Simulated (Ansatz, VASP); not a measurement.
**Two plane-wave programs on Co**

```
CELL_PARAMETERS angstrom
2.57724 0.00000 0.00000
-1.28862 2.23196 0.00000
0.00000 0.00000 8.35835
ATOMIC_POSITIONS crystal
Co 0.00000 0.00000 0.00000
Co 0.00000 0.00000 0.50000
Co 0.33333 0.66667 0.25000
Co 0.66667 0.33333 0.75000
```

Alike in both runs: task single point; functional revPBE; k mesh 16 × 16 × 5; occupations fermi-dirac, width 0.05 eV; collinear spin.

|  | VASP | Ansatz |
| --- | --- | --- |
| version | VASP 6.6.1 | Ansatz 0.2.0 |
| potentials or method | VASP PAW PBE potentials, release 64 (Co), cutoff 520 eV | plane waves (420 eV) with PAW, scalar-relativistic |
| valence electrons in the cell | 36 | 68 |

```csv
,VASP,Ansatz,Ansatz less VASP
pressure (GPa),-12.9,-12.7,+0.19
"traceless stress, the component that is largest in VASP (GPa)",-0.13,0.04,+0.166
net moment per atom (μB),1.72,1.73,+0.013
size of the moment on the site where the two differ most (μB),1.77,1.83,+0.060
```

VASP's potentials were made for PBE, not for revPBE. Site moments also hang on the region over which each program counts them. VASP's potentials hold 36 valence electrons a cell and Ansatz's 68, so a difference there can come from the potentials and not from the codes.
